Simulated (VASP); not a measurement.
# Re (P6_3/mmc) in VASP: a series of runs, part 3 of 3

VASP 6.6.1.

## (5) Relaxation of cell and atoms, PBE, target pressure 2 GPa, at which the enthalpy is minimised

This run uses another cell than the first one, of 14.66 Å³/atom.

INCAR reads:

```
SYSTEM = Re
ALGO = Normal
EDIFF = 1E-7
EDIFFG = -0.008
ENCUT = 600
GGA = PE
GGA_COMPAT = .False.
IBRION = 2
ISIF = 3
ISMEAR = 0
LASPH = .True.
LCHARG = .False.
LREAL = .False.
LWAVE = .False.
NELM = 120
NELMIN = 4
NSW = 70
PREC = Accurate
PSTRESS = 20.0
SIGMA = 0.1
```

KPOINTS reads:

```
k-points
0
Gamma
  18 18 6
  0 0 0
```

POSCAR reads:

```
Re
1.0
    2.7589629276      0.0000000000      0.0000000000
   -1.3794814638      2.3893319834      0.0000000000
    0.0000000000      0.0000000000      8.8932942560
Re
4
Direct
    0.0000000000      0.0000000000      0.0000000000
    0.3333333333      0.6666666667      0.2500000000
    0.0000000000      0.0000000000      0.5000000000
    0.6666666667      0.3333333333      0.7500000000
```

Potentials or basis: VASP PAW PBE potentials, release 64 (Re).

Run with:

```bash
$ cat potpaw_PBE.64/Re/POTCAR > POTCAR
$ mpirun -np 1 vasp_std > vasp.out
```

OUTCAR:

```text
SYSTEM = Re
   EDIFF = 1E-7
   EDIFFG = -0.008
   ENCUT = 600
   GGA = PE
   IBRION = 2
   ISIF = 3
   ISMEAR = 0
   LASPH = .True.
   LREAL = .False.
   NELM = 120
   NELMIN = 4
   NSW = 70
   PREC = Accurate
   PSTRESS = 20.0

 ion  position               nearest neighbor table
   1  0.000  0.000  0.000-   2 2.74   4 2.74   2 2.74   4 2.74   4 2.74   2 2.74
   2  0.333  0.667  0.250-   1 2.74   3 2.74   1 2.74   3 2.74   1 2.74   3 2.74
   3  0.000  0.000  0.500-   2 2.74   4 2.74   2 2.74   4 2.74   4 2.74   2 2.74
   4  0.667  0.333  0.750-   1 2.74   3 2.74   1 2.74   3 2.74   1 2.74   3 2.74

  LATTYP: Found a hexagonal cell.
 ALAT       =     2.7589629276
 C/A-ratio  =     3.2234192664

  Lattice vectors:

 A1 = (   2.7589629276,   0.0000000000,   0.0000000000)
 A2 = (  -1.3794814638,   2.3893319834,   0.0000000000)
 A3 = (   0.0000000000,   0.0000000000,   8.8932942560)

Analysis of symmetry for initial positions (statically):
=====================================================================
 Subroutine PRICEL returns:
 Original cell was already a primitive cell.

 Routine SETGRP: Setting up the symmetry group for a
 hexagonal supercell.

 Subroutine GETGRP returns: Found 24 space group operations
[... 180 lines left out ...]
  -------------------------------------------------------------------------------------
  Total        2.5931114      2.5931114      2.5783450     -0.0000000     -0.0000000      0.0000000
  in kB       70.8674374     70.8674374     70.4638850     -0.0000000     -0.0000000      0.0000000
  external PRESSURE =      50.7329200 kB  Pullay stress =      20.0000000 kB
[... 107 lines left out ...]
--------------------------------------- Ionic step        4  -------------------------------------------

 number of electron      28.0000000 magnetization

 Free energy of the ion-electron system (eV)
  ---------------------------------------------------
  ext. energy  EPLUGINS =         0.00000000
  ---------------------------------------------------
  free energy    TOTEN  =       -49.71529606 eV

  energy without entropy =      -49.70285342  energy(sigma->0) =      -49.70907474

 E-fermi :   7.8797     XC(G=0): -13.6804

 val. band max:        7.8688188371   @ k =   0.3333   0.1111   0.1667
 cond. band min:       7.8798805319   @ k =   0.4444   0.0556   0.0000
 fundamental gap:      0.0110616948
 Fermi energy:         7.8796885022

 k-point     1 :       0.0000    0.0000    0.0000
  band No.  band energies     occupation
      1      -2.0296      2.00000
      2       0.2771      2.00000
      3       0.3477      2.00000
      4       1.2363      2.00000
      5       5.3601      2.00000
      6       5.4581      2.00000
[... 481 lines left out ...]
      5       3.5707      2.00000
      6       3.7108      2.00000
[... 10 lines left out ...]
     17      11.1172      0.00000
     18      11.2912      0.00000

 [... further k-points ...]

------------------------ aborting loop because EDIFF is reached ----------------------------------------

  FORCE on cell =-STRESS in cart. coord.  units (eV):
  Direction    XX          YY          ZZ          XY          YZ          ZX
  --------------------------------------------------------------------------------------
  -------------------------------------------------------------------------------------
  Total        0.7458580      0.7458580      0.7254224      0.0000000      0.0000000     -0.0000000
  in kB       20.1227241     20.1227241     19.5713851      0.0000000      0.0000000     -0.0000000
  external PRESSURE =      -0.0610556 kB  Pullay stress =      20.0000000 kB
[... 23 lines left out ...]
  energy  without entropy=      -49.7028534225  energy(sigma->0) =      -49.70907474

  enthalpy is  TOTEN    =       -48.9739868473 eV   P V=        0.7413092125

 reached required accuracy - stopping structural energy minimisation
```

OSZICAR:

```text
N       E                     dE             d eps       ncg     rms          rms(c)
DAV:   1     0.213102669580E+03    0.21310E+03   -0.13182E+04  9742   0.209E+03
DAV:   2    -0.152219413365E+02   -0.22832E+03   -0.21482E+03 10086   0.856E+02
DAV:   3    -0.457521100253E+02   -0.30530E+02   -0.27492E+02  9526   0.449E+02
[... 45 lines left out ...]
DAV:   1    -0.497152975522E+02    0.19288E-03   -0.51078E-04  6826   0.124E+00    0.680E-02
DAV:   2    -0.497152959500E+02    0.16023E-05   -0.62107E-06  8340   0.811E-02    0.237E-02
DAV:   3    -0.497152958795E+02    0.70442E-07   -0.21633E-06  8288   0.475E-02    0.312E-03
DAV:   4    -0.497152960277E+02   -0.14821E-06   -0.30344E-08  3604   0.794E-03    0.245E-03
DAV:   5    -0.497152960598E+02   -0.32087E-07   -0.27981E-08  3556   0.321E-03
   4 F= -.48973987E+02 E0= -.48967766E+02  d E =-.117890E-01
```

It took 21 min on 1 thread of Oxide Virtual Turin-like, shared host; peak memory 0.28 GiB.

What came out:

- Free energy: -49.7153 eV
- Relaxed volume: 14.85 Å³/atom
- Relaxed cell: a = 2.771 Å, b = 2.771 Å, c = 8.931 Å, α = 90.00°, β = 90.00°, γ = 120.00°
- Space group after relaxing (to 0.1 Å): P6_3/mmc (No. 194)
- Energy change on relaxing (the run minimises the enthalpy): -5.3 meV/atom
- Ionic steps: 4
- Pressure after relaxing: 2.0 GPa

Step by step:
```tsv
step	energy change (eV)	largest force (eV/Å)	pressure (GPa)	volume (Å³)
1	0.0000	0.0000	7.07	58.63
2	0.1326	0.0000	-16.13	62.65
3	-0.0215	0.0000	1.89	59.40
4	-0.0213	0.0000	1.99	59.39
```

Final structure:
```
CELL_PARAMETERS angstrom
2.77087 0.00000 0.00000
-1.38543 2.39964 0.00000
0.00000 0.00000 8.93136
ATOMIC_POSITIONS crystal
Re 0.00000 0.00000 0.00000
Re 0.33333 0.66667 0.25000
Re 0.00000 0.00000 0.50000
Re 0.66667 0.33333 0.75000
```

Levels at points of the mesh, in eV from the Fermi level:
```tsv
k point	band 12	band 13	band 14	band 15	band 16	band 17
(0.00, 0.00, 0.00)	-1.23	-1.23	-1.12	-1.12	0.51	0.61
(0.50, 0.00, 0.00)	0.29	0.29	1.11	2.08	3.83	3.85
(0.00, 0.00, 0.50)	-1.45	-1.45	-1.45	-1.11	-1.11	1.14
(0.50, 0.00, 0.50)	-0.68	0.26	0.26	2.67	2.67	3.89
```

Caveat: the cell is relaxed towards a set pressure, so the run minimises the enthalpy, not the energy; the highest band is partly filled, so the run has too few bands; spin-orbit coupling is left out, which moves the levels of the heavy elements.

## (6) Relaxation of cell and atoms, PBE, target pressure 5 GPa, at which the enthalpy is minimised

This run uses another cell than the first one, of 14.74 Å³/atom.

INCAR reads:

```
SYSTEM = Re
PREC = Accurate
ENCUT = 600
EDIFF = 1E-7
ISMEAR = 0
SIGMA = 0.1
LREAL = .False.
LASPH = .True.
NELM = 120
ALGO = Normal
ISIF = 3
LWAVE = .False.
LCHARG = .False.
GGA = PE
IBRION = 2
NSW = 70
EDIFFG = -0.008
PSTRESS = 50.0
GGA_COMPAT = .False.
NELMIN = 4
```

KPOINTS reads:

```
Automatic mesh
0
Gamma
  18 18 6
  0 0 0
```

POSCAR reads:

```
Re
1.0
    2.7643321221      0.0000000000      0.0000000000
   -1.3821660610      2.3939818422      0.0000000000
    0.0000000000      0.0000000000      8.9107150919
Re
4
Direct
    0.0000000000      0.0000000000      0.0000000000
    0.3333333333      0.6666666667      0.2500000000
    0.0000000000      0.0000000000      0.5000000000
    0.6666666667      0.3333333333      0.7500000000
```

Potentials or basis: VASP PAW PBE potentials, release 64 (Re).

Run with:

```bash
$ cat potpaw_PBE.64/Re/POTCAR > POTCAR
$ mpirun -np 1 vasp_std > vasp.out
```

It took 13 min on 1 thread of Oxide Virtual Turin-like, shared host; peak memory 0.29 GiB.

The run converged. Its results:

- Free energy: -49.7054 eV
- Relaxed volume: 14.73 Å³/atom
- Relaxed cell: a = 2.764 Å, b = 2.764 Å, c = 8.908 Å, α = 90.00°, β = 90.00°, γ = 120.00°
- Space group after relaxing (to 0.1 Å): P6_3/mmc (No. 194)
- Energy change on relaxing (the run minimises the enthalpy): +0.3 meV/atom
- Ionic steps: 3
- Pressure after relaxing: 5.0 GPa

Step by step:
| step | energy change (eV) | largest force (eV/Å) | pressure (GPa) | volume (Å³) |
| --- | --- | --- | --- | --- |
| 1 | 0.0000 | 0.0000 | 4.74 | 58.97 |
| 2 | 0.0070 | 0.0000 | 6.13 | 58.76 |
| 3 | 0.0013 | 0.0000 | 5.02 | 58.93 |

Final structure:
```cif
data_structure
_symmetry_space_group_name_H-M 'P 1'
_symmetry_Int_Tables_number 1
_cell_length_a 2.7637
_cell_length_b 2.7637
_cell_length_c 8.9082
_cell_angle_alpha 90.000
_cell_angle_beta 90.000
_cell_angle_gamma 120.000
_cell_volume 58.93
loop_
_atom_site_label
_atom_site_type_symbol
_atom_site_fract_x
_atom_site_fract_y
_atom_site_fract_z
_atom_site_occupancy
Re1 Re 0.00000 0.00000 0.00000 1
Re2 Re 0.33333 0.66667 0.25000 1
Re3 Re 0.00000 0.00000 0.50000 1
Re4 Re 0.66667 0.33333 0.75000 1
```

Levels at points of the mesh, in eV from the Fermi level:
| k point | band 12 | band 13 | band 14 | band 15 | band 16 | band 17 |
| --- | --- | --- | --- | --- | --- | --- |
| (0.00, 0.00, 0.00) | -1.25 | -1.25 | -1.13 | -1.13 | 0.52 | 0.61 |
| (0.50, 0.00, 0.00) | 0.29 | 0.29 | 1.13 | 2.10 | 3.87 | 3.90 |
| (0.00, 0.00, 0.50) | -1.47 | -1.47 | -1.47 | -1.10 | -1.10 | 1.15 |
| (0.50, 0.00, 0.50) | -0.68 | 0.27 | 0.27 | 2.69 | 2.69 | 3.94 |

Caveat: the cell is relaxed towards a set pressure, so the run minimises the enthalpy, not the energy; the highest band is partly filled, so the run has too few bands; spin-orbit coupling is left out, which moves the levels of the heavy elements.

## (7) Relaxation of cell and atoms, PBE, target pressure -2 GPa, at which the enthalpy is minimised

This run uses another cell than the first one, of 15.23 Å³/atom.

INCAR reads:

```
PREC = Accurate
ENCUT = 600
EDIFF = 1E-7
ISMEAR = 0
SIGMA = 0.1
LREAL = False
LASPH = True
NELM = 120
ALGO = Normal
ISIF = 3
LWAVE = False
LCHARG = False
GGA = PE
IBRION = 2
NSW = 70
EDIFFG = -0.008
PSTRESS = -20.0
GGA_COMPAT = False
NELMIN = 4
```

KPOINTS reads:

```
Automatic mesh
0
Gamma
  18 18 6
```

POSCAR reads:

```
Re
1.0
    2.7945619567      0.0000000000      0.0000000000
   -1.3972809783      2.4201616469      0.0000000000
    0.0000000000      0.0000000000      9.0080448522
Re
4
Direct
    0.0000000000      0.0000000000      0.0000000000
    0.3333333333      0.6666666667      0.2500000000
    0.0000000000      0.0000000000      0.5000000000
    0.6666666667      0.3333333333      0.7500000000
```

Potentials or basis: VASP PAW PBE potentials, release 64 (Re).

Run with:

```bash
$ cat potpaw_PBE.64/Re/POTCAR > POTCAR
$ mpirun -np 1 vasp_std > vasp.out
```

OUTCAR:

```text
PREC = Accurate
   ENCUT = 600
   EDIFF = 1E-7
   ISMEAR = 0
   LREAL = False
   LASPH = True
   NELM = 120
   ISIF = 3
   GGA = PE
   IBRION = 2
   NSW = 70
   EDIFFG = -0.008
   PSTRESS = -20.0
   NELMIN = 4

 ion  position               nearest neighbor table
   1  0.000  0.000  0.000-   2 2.77   4 2.77   2 2.77   4 2.77   4 2.77   2 2.77
   2  0.333  0.667  0.250-   1 2.77   3 2.77   1 2.77   3 2.77   1 2.77   3 2.77
   3  0.000  0.000  0.500-   2 2.77   4 2.77   2 2.77   4 2.77   4 2.77   2 2.77
   4  0.667  0.333  0.750-   1 2.77   3 2.77   1 2.77   3 2.77   1 2.77   3 2.77

  LATTYP: Found a hexagonal cell.
 ALAT       =     2.7945619567
 C/A-ratio  =     3.2234192663

  Lattice vectors:

 A1 = (   2.7945619567,   0.0000000000,   0.0000000000)
 A2 = (  -1.3972809783,   2.4201616469,   0.0000000000)
 A3 = (   0.0000000000,   0.0000000000,   9.0080448522)

Analysis of symmetry for initial positions (statically):
=====================================================================
 Subroutine PRICEL returns:
 Original cell was already a primitive cell.

 Routine SETGRP: Setting up the symmetry group for a
 hexagonal supercell.

 Subroutine GETGRP returns: Found 24 space group operations
 (whereof 12 operations were pure point group operations)
 out of a pool of 24 trial point group operations.

The static configuration has the point symmetry D_3d.
 The point group associated with its full space group is D_6h.

Analysis of symmetry for dynamics (positions and initial velocities):
=====================================================================
 Subroutine PRICEL returns:
 Original cell was already a primitive cell.

 Routine SETGRP: Setting up the symmetry group for a
 hexagonal supercell.

 Subroutine GETGRP returns: Found 24 space group operations
 (whereof 12 operations were pure point group operations)
 out of a pool of 24 trial point group operations.

[... 130 lines left out ...]
   GGA     = PE    functional components
   LHFCALC =     F    Hartree Fock is set to
   AEXX    =    0.0000 exact exchange contribution
   IVDW    =     0    specifies the selected vdW correction
   LEPSILON=     F    determine dielectric tensor
   LRPA    =     F    only Hartree local field effects (RPA)
 conjugate gradient relaxation of ions
 non-spin polarized calculation
 Gauss-broadening in eV      SIGMA  =   0.10
  energy-cutoff  :      600.00
  volume of cell :       60.92
 maximum number of plane-waves:      2076
 NGX is ok and might be reduce to    24
   NGX = 11   NGY = 11   NGZ = 35

--------------------------------------- Ionic step        1  -------------------------------------------

 number of electron      28.0000000 magnetization

 Free energy of the ion-electron system (eV)
  ---------------------------------------------------
  ext. energy  EPLUGINS =         0.00000000
  ---------------------------------------------------
  free energy    TOTEN  =       -49.68972800 eV

  energy without entropy =      -49.67663355  energy(sigma->0) =      -49.68318077

------------------------ aborting loop because EDIFF is reached ----------------------------------------

  FORCE on cell =-STRESS in cart. coord.  units (eV):
  Direction    XX          YY          ZZ          XY          YZ          ZX
  --------------------------------------------------------------------------------------
  -------------------------------------------------------------------------------------
  Total       -2.7234780     -2.7234780     -2.7799385     -0.0000000      0.0000000     -0.0000000
  in kB      -71.6218940    -71.6218940    -73.1066890     -0.0000000      0.0000000     -0.0000000
  external PRESSURE =     -52.1168257 kB  Pullay stress =     -20.0000000 kB
[... 107 lines left out ...]
--------------------------------------- Ionic step        4  -------------------------------------------

 number of electron      28.0000000 magnetization

 Free energy of the ion-electron system (eV)
  ---------------------------------------------------
  ext. energy  EPLUGINS =         0.00000000
  ---------------------------------------------------
  free energy    TOTEN  =       -49.71576551 eV

  energy without entropy =      -49.70306167  energy(sigma->0) =      -49.70941359

 E-fermi :   7.7458     XC(G=0): -13.6209

 val. band max:        7.7456405472   @ k =   0.4444   0.0556   0.0000
 cond. band min:       7.7524690902   @ k =   0.2778   0.0556   0.0000
 fundamental gap:      0.0068285430
 Fermi energy:         7.7458137990

 k-point     1 :       0.0000    0.0000    0.0000
  band No.  band energies     occupation
      1      -2.0870      2.00000
      2       0.2007      2.00000
      3       0.2711      2.00000
      4       1.1828      2.00000
      5       5.2612      2.00000
      6       5.3579      2.00000
[... 481 lines left out ...]
      5       3.4984      2.00000
      6       3.6298      2.00000
[... 10 lines left out ...]
     17      10.9332      0.00000
     18      11.1040      0.00000

 [... further k-points ...]

------------------------ aborting loop because EDIFF is reached ----------------------------------------

  FORCE on cell =-STRESS in cart. coord.  units (eV):
  Direction    XX          YY          ZZ          XY          YZ          ZX
  --------------------------------------------------------------------------------------
  -------------------------------------------------------------------------------------
  Total       -0.7524225     -0.7524225     -0.7656021     -0.0000000     -0.0000000      0.0000000
  in kB      -20.0816905    -20.0816905    -20.4334456     -0.0000000     -0.0000000      0.0000000
  external PRESSURE =      -0.1989422 kB  Pullay stress =     -20.0000000 kB
[... 23 lines left out ...]
  energy  without entropy=      -49.7030616675  energy(sigma->0) =      -49.70941359

  enthalpy is  TOTEN    =       -50.4651272351 eV   P V=       -0.7493617222

 reached required accuracy - stopping structural energy minimisation
```

CONTCAR:

```text
Re
   1.00000000000000
     2.7809632517907645   -0.0000000000003898   -0.0000000000000000
    -1.3904816258459631    2.4083848229911795    0.0000000000000000
     0.0000000000000000    0.0000000000000000    8.9629497227095278
  Re
     4
Direct
     0.0000000000000000    0.0000000000000000    1.0000000000000000
     0.3333333332999970    0.6666666667000030    0.2500000000000000
     1.0000000000000000    0.0000000000000000    0.5000000000000000
     0.6666666667000030    0.3333333332999970    0.7500000000000000

  0.00000000E+00  0.00000000E+00  0.00000000E+00
  0.00000000E+00  0.00000000E+00  0.00000000E+00
  0.00000000E+00  0.00000000E+00  0.00000000E+00
  0.00000000E+00  0.00000000E+00  0.00000000E+00
```

Run time: 21 min. Hardware: 1 thread of Oxide Virtual Turin-like, shared host; peak memory 0.29 GiB.

Results:

| Item | Value |
| --- | --- |
| Free energy | -49.7158 eV |
| Relaxed volume | 15.01 Å³/atom |
| Relaxed cell | a = 2.781 Å, b = 2.781 Å, c = 8.963 Å, α = 90.00°, β = 90.00°, γ = 120.00° |
| Space group after relaxing (to 0.1 Å) | P6_3/mmc (No. 194) |
| Energy change on relaxing (the run minimises the enthalpy) | -6.5 meV/atom |
| Ionic steps | 4 |
| Pressure after relaxing | -2.0 GPa |

Step by step:
```
step  energy change (eV)  largest force (eV/Å)  pressure (GPa)  volume (Å³)
   1              0.0000                0.0000           -7.21        60.92
   2              0.1707                0.0000           22.00        56.66
   3             -0.0258                0.0000           -2.12        60.05
   4             -0.0260                0.0000           -2.02        60.03
```

Final structure:
```xyz
4
Lattice="2.7810 0.0000 0.0000 -1.3905 2.4084 0.0000 0.0000 0.0000 8.9629" Properties=species:S:1:pos:R:3 pbc="T T T"
Re    0.0000    0.0000    8.9629
Re    0.0000    1.6056    2.2407
Re    2.7810    0.0000    4.4815
Re    1.3905    0.8028    6.7222
```

Levels at points of the mesh, in eV from the Fermi level:
```csv
k point,band 11,band 12,band 13,band 14,band 15,band 16,band 17,band 18
"(0.00, 0.00, 0.00)",-1.58,-1.21,-1.21,-1.10,-1.10,0.49,0.60,0.60
"(0.50, 0.00, 0.00)",-0.80,0.29,0.29,1.09,2.04,3.76,3.79,3.93
"(0.00, 0.00, 0.50)",-1.43,-1.43,-1.43,-1.43,-1.11,-1.11,1.12,1.12
"(0.50, 0.00, 0.50)",-0.68,-0.68,0.25,0.25,2.63,2.63,3.82,3.82
```

Caveat: the cell is relaxed towards a set pressure, so the run minimises the enthalpy, not the energy; the highest band is partly filled, so the run has too few bands; spin-orbit coupling is left out, which moves the levels of the heavy elements.

## (8) The runs side by side

| task | level | potentials or basis | cell | cutoff (eV) | gap on the mesh (eV) | pressure (GPa) |
| --- | --- | --- | --- | --- | --- | --- |
| single point | PBE | VASP PAW PBE potentials, release 64 (Re) | a = 2.777, b = 2.777, c = 8.951 Å, angles 90.0, 90.0, 120.0°, 4 atoms | 600 | none | -0.4 |
| single point | LDA | VASP PAW LDA potentials, release 64 (Re) | a = 2.777, b = 2.777, c = 8.951 Å, angles 90.0, 90.0, 120.0°, 4 atoms | 600 | none | -14.4 |
| single point | r2SCAN | VASP PAW PBE potentials, release 64 (Re) | a = 2.777, b = 2.777, c = 8.951 Å, angles 90.0, 90.0, 120.0°, 4 atoms | 660 | none | -6.4 |
| relaxation of cell and atoms | PBE | VASP PAW PBE potentials, release 64 (Re) | relaxed to 2 GPa from a = 2.759, b = 2.759, c = 8.893 Å, angles 90.0, 90.0, 120.0°, 4 atoms | 600 | - | 2.0 |
| relaxation of cell and atoms | PBE | VASP PAW PBE potentials, release 64 (Re) | relaxed to 5 GPa from a = 2.764, b = 2.764, c = 8.911 Å, angles 90.0, 90.0, 120.0°, 4 atoms | 600 | - | 5.0 |
| relaxation of cell and atoms | PBE | VASP PAW PBE potentials, release 64 (Re) | relaxed to -2 GPa from a = 2.795, b = 2.795, c = 9.008 Å, angles 90.0, 90.0, 120.0°, 4 atoms | 600 | - | -2.0 |

Alike in all rows: no spin polarisation; k mesh 18 × 18 × 6; smearing gaussian 0.1 eV.

Caveats: spin-orbit coupling is left out, which moves the levels of the heavy elements; the cell is relaxed towards a set pressure, so the run minimises the enthalpy, not the energy (at least some runs); the highest band is partly filled, so the run has too few bands (at least some runs); the cell stands under tension (at least some runs); the PAW data sets were made with another functional, which shifts forces and pressure a little (at least some runs).

Absolute energies hang on the potentials; compare differences alone.

The gap in the log of VASP goes by the Fermi energy; the results here count the filled bands.